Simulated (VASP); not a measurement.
**Zr: single point with PBE**

Zr:

```
Zr
1.0
     2.87411    0.00000    0.00000
     0.00000    2.87411    0.00000
     0.00000    0.00000    2.87411
Zr
1
Direct
  0.00000 0.00000 0.00000
```

This cell differs from its parent crystal: volume scaled by 0.96.

```yaml
Program: VASP 6.6.1
Task: single point
Functional: PBE
Potentials_or_basis: VASP PAW PBE potentials, release 64 (Zr_sv)
Cutoff: 520 eV
k_mesh: 18 × 18 × 18
Occupations: fermi-dirac, width 0.1 eV
Spin: no spin polarisation
Dipole_correction: no
Further_INCAR_settings: ALGO = Normal; EDIFF = 1e-07; NBANDS = 12
```

| Item | Value |
| --- | --- |
| Pressure | 3.3 GPa |
| Band gap on the k mesh | zero (band 6 reaches 9.53 eV, above the bottom of band 7 at 6.67 eV) |

Levels at points of the mesh, in eV from the Fermi level:
```tsv
k point	band 2	band 3	band 4	band 5	band 6	band 7	band 8	band 9	band 10	band 11
(0.00, 0.00, 0.00)	-25.96	-25.96	-25.96	-5.10	-1.78	-1.78	5.80	5.80	5.80	13.12
(0.50, 0.00, 0.00)	-27.30	-25.84	-25.84	-2.02	-0.90	0.47	2.60	2.60	6.14	9.62
(0.50, 0.50, 0.00)	-27.10	-27.10	-25.72	-3.19	-0.28	3.29	3.29	5.19	5.19	7.86
(0.50, 0.50, 0.50)	-26.92	-26.92	-26.92	-1.63	-1.63	-1.63	6.54	8.09	8.09	11.08
```

Wall time 23 s on 1 thread of Intel Xeon 6975P-C (shared host), peak memory 0.18 GiB.
